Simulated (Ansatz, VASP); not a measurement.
# One calculation of C, two programs

Contents of INCAR:

```
PREC = Accurate ; ENCUT = 520
EDIFF = 1E-7 ; ISMEAR = 0
SIGMA = 0.05 ; LREAL = False
LASPH = True ; NELM = 100
ALGO = Normal ; ISIF = 2
LWAVE = False ; LCHARG = False
GGA = PE ; NBANDS = 11
```

The input KPOINTS:

```
regular mesh
0
Gamma
  12 12 12
```

File POSCAR:

```
C
1.0
    0.0000000000      1.9373907776      1.5111648065
    1.9373907776      0.0000000000      1.5111648065
    1.9373907776      1.9373907776      0.0000000000
C
2
Direct
    0.5000000000      0.5000000000      0.5000000000
    0.7500000000      0.7500000000      0.7500000000
```

Input for Ansatz:

```yaml
crystal:
  lattice:
    - [0.0, 1.9373907776, 1.5111648065]
    - [1.9373907776, 0.0, 1.5111648065]
    - [1.9373907776, 1.9373907776, 0.0]
  atoms:
    - { symbol: C, position: [0.5, 0.5, 0.5] }
    - { symbol: C, position: [0.75, 0.75, 0.75] }
basis:
  ecutwfc: 420
kpoints:
  mp_grid: { grid: [12, 12, 12] }
hamiltonian:
  xc: pbe
scf:
  occupations: { method: gaussian, width: 0.05 }
output:
  forces: true
  stress: true
  eigenvalues: true
```

Alike in both runs: task single point; functional PBE; k mesh 12 × 12 × 12; occupations gaussian, width 0.05 eV; no spin polarisation.

|  | VASP | Ansatz |
| --- | --- | --- |
| version | VASP 6.6.1 | Ansatz 0.2.0 |
| potentials or method | VASP PAW PBE potentials, release 64 (C), cutoff 520 eV | scalar-relativistic, plane waves, PAW |
| valence electrons in the cell | 8 | 8 |

|  | VASP | Ansatz | Ansatz less VASP |
| --- | --- | --- | --- |
| gap on the k mesh at the Fermi level (eV) | none | none | - |
| pressure (GPa) | 3.0 | 2.4 | -0.60 |
| traceless stress, the component that is largest in VASP (GPa) | 110.17 | 110.33 | +0.161 |

A gap of «none» marks a metal or a gap that the smearing closes. The functional is the same, so the differences come from potentials, cutoffs and numerics.
